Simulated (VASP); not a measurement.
Here is a VASP 6.6.1 calculation.

File POSCAR:

```
SnO
1.0
    3.1034067823      0.0000000000      0.0000000000
    0.0000000000      3.1034067823      0.0000000000
    0.0000000000      0.0000000000      3.1034067823
Sn O
1 1
Direct
    0.0000000000      0.0000000000      0.0000000000
    0.5000000000      0.5000000000      0.5000000000
```

The input INCAR.step1:

```
SYSTEM = SnO
PREC = Accurate ; ENCUT = 500
EDIFF = 1E-8 ; ISMEAR = 0
SIGMA = 0.01 ; LREAL = .False.
LASPH = .True. ; NELM = 80
ALGO = Normal ; LWAVE = .True.
LCHARG = .False.
```

The input INCAR.step2:

```
SYSTEM = SnO
PREC = Accurate ; ENCUT = 500
EDIFF = 1E-8 ; ISMEAR = 0
SIGMA = 0.01 ; LREAL = .False.
LASPH = .True. ; NELM = 1
ALGO = Exact ; LWAVE = .True.
LCHARG = .False. ; NBANDS = 70
LOPTICS = .True. ; ISTART = 1
```

The input INCAR.step3:

```
SYSTEM = SnO
PREC = Accurate ; ENCUT = 500
EDIFF = 1E-8 ; ISMEAR = 0
SIGMA = 0.01 ; LREAL = .False.
LASPH = .True. ; ALGO = EVGW0
LWAVE = .False. ; LCHARG = .False.
NELMGW = 1 ; NBANDS = 70
ENCUTGW = 80.0 ; NOMEGA = 48
PRECFOCK = Fast ; ISTART = 1
NBANDSGW = 18
```

Contents of KPOINTS:

```
Automatic mesh
0
Gamma
  4 4 4
  0 0 0
```

Potentials or basis: VASP PAW LDA potentials, release 64 (Sn_d_GW, O_GW).

Command:

```console
$ cat potpaw_LDA.64/Sn_d_GW/POTCAR potpaw_LDA.64/O_GW/POTCAR > POTCAR
$ cp INCAR.step1 INCAR
$ mpirun -np 1 vasp_std > vasp.out
$ cp INCAR.step2 INCAR
$ mpirun -np 1 vasp_std > vasp.out
$ cp INCAR.step3 INCAR
$ mpirun -np 1 vasp_std > vasp.out
```

(1) Estimate the quasiparticle gap.

(2) What does it give for the least direct quasiparticle gap?

(3) Estimate the band gap on the k mesh, mean-field level.

Answers

(1) 0.37 eV.

(2) 1.50 eV.

(3) 0.42 eV, indirect (least direct gap 1.23 eV).

Caveat: the k points lie up to 0.51 Å⁻¹ apart; bands, screening cutoff and mesh are small and nothing is extrapolated, so the quasiparticle values aren't converged; spin-orbit coupling is left out, which moves the levels of the heavy elements.
